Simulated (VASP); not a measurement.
## Zn: single point with PBE

Slab: Zn, a slab with vacuum.

```xyz
6
Lattice="2.6356 0.0000 0.0000 -1.3178 2.2825 0.0000 0.0000 0.0000 28.7313" Properties=species:S:1:pos:R:3 pbc="T T T"
Zn    1.9767    0.3804    8.1471
Zn   -0.6589    1.9021   10.6707
Zn    1.9767    0.3804   13.1179
Zn   -0.6589    1.9021   15.6134
Zn    1.9767    0.3804   18.0606
Zn   -0.6589    1.9021   20.5842
```

```yaml
Program: VASP 6.6.1
Task: single point
Functional: PBE
Potentials_or_basis: VASP PAW PBE potentials, release 64 (Zn)
Cutoff: 520 eV
k_mesh: 16 × 16 × 1
Occupations: fermi-dirac, width 0.08 eV
Spin: no spin polarisation
```

- Largest force: 0.008 eV/Å
- Band gap on the k mesh: zero (band 36 reaches 0.86 eV, above the bottom of band 37 at -3.16 eV)

Forces on the atoms (eV/Å):
```
Zn   0.000  0.000 -0.004
Zn   0.000  0.000 -0.008
Zn   0.000  0.000  0.000
Zn   0.000  0.000 -0.001
Zn   0.000  0.000  0.005
Zn   0.000  0.000  0.007
```

Levels at points of the mesh, in eV from the Fermi level:
| k point | band 34 | band 35 | band 36 | band 37 | band 38 | band 39 |
| --- | --- | --- | --- | --- | --- | --- |
| (0.00, 0.00, 0.00) | -6.88 | -5.88 | -4.23 | -2.77 | -0.57 | 1.51 |
| (0.50, 0.00, 0.00) | -1.79 | -1.35 | -1.26 | 0.58 | 0.74 | 1.31 |

It took 12 min on 1 thread of Intel Xeon 8259CL, on a shared host, peak memory 0.38 GiB.
